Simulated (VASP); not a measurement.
Write the native input for VASP 6.6.1 that does the following.

* Task: relaxation of cell and atoms
* Functional: PBE
* Potentials or basis: VASP PAW PBE potentials, release 64 (C)
* Cutoff: 600 eV
* k mesh: 10 × 10 × 8
* Occupations: gaussian, width 0.1 eV
* Spin: no spin polarisation
* Dipole correction: no
* Further INCAR settings: ALGO = Normal; EDIFF = 1e-06; IBRION = 2; EDIFFG = -0.04; NSW = 90; ISIF = 3

The structure of C lies in POSCAR:

```
C
1.0
    1.5858067200      0.0000000000      0.0000000000
    0.0000000000      1.5504077900      0.0000000000
   -0.1027796300      0.0000000000      2.1420951700
C
1
Direct
    0.5000000000      0.0000000000      0.0000000000
```

The cell was generated, and may not be a known phase.

These files were run (other wordings do the same):

INCAR

```
PREC     = Accurate       # precision mode
ENCUT    = 600            # plane-wave cutoff, eV
EDIFF    = 1E-6           # SCF threshold, eV
ISMEAR   = 0              # smearing method
SIGMA    = 0.1            # smearing width, eV
LREAL    = False          # projectors in reciprocal space
LASPH    = True           # aspherical terms in the spheres
NELM     = 60             # most SCF steps
ALGO     = Normal         # electronic algorithm
ISIF     = 3              # what is computed and relaxed
LWAVE    = False          # write WAVECAR
LCHARG   = False          # write CHGCAR
GGA      = PE             # functional
IBRION   = 2              # ionic algorithm
NSW      = 90             # ionic steps
EDIFFG   = -0.04          # ionic threshold
```

KPOINTS

```
regular mesh
0
Gamma
  10 10 8
```

Potentials or basis: VASP PAW PBE potentials, release 64 (C).

Run with:

```console
$ cat potpaw_PBE.64/C/POTCAR > POTCAR
$ mpirun -np 1 vasp_std > vasp.out
```

Results of the run:

| Property | Result |
| --- | --- |
| Relaxed volume | 7.67 Å³/atom |
| Relaxed cell | a = 1.614 Å, b = 1.614 Å, c = 2.951 Å, α = 90.00°, β = 93.45°, γ = 90.00° |
| Space group after relaxing (to 0.1 Å) | P2/m (No. 10) |
| Energy gained by relaxing | 347.3 meV/atom |
| Ionic steps | 50 |
| Pressure after relaxing | 0.2 GPa |
| Band gap on the k mesh | zero (bands 2 and 3 overlap by 2.33 eV) |

Caveat: the k points lie up to 0.39 Å⁻¹ apart in the final cell, too coarse for converged energies and pressures of a metal; the volume moved by over 15 % at a fixed basis, so the end points are rough.

Run time: 4.2 min on 1 thread of Intel Xeon 8259CL, with other jobs on the host, peak memory 0.11 GiB.
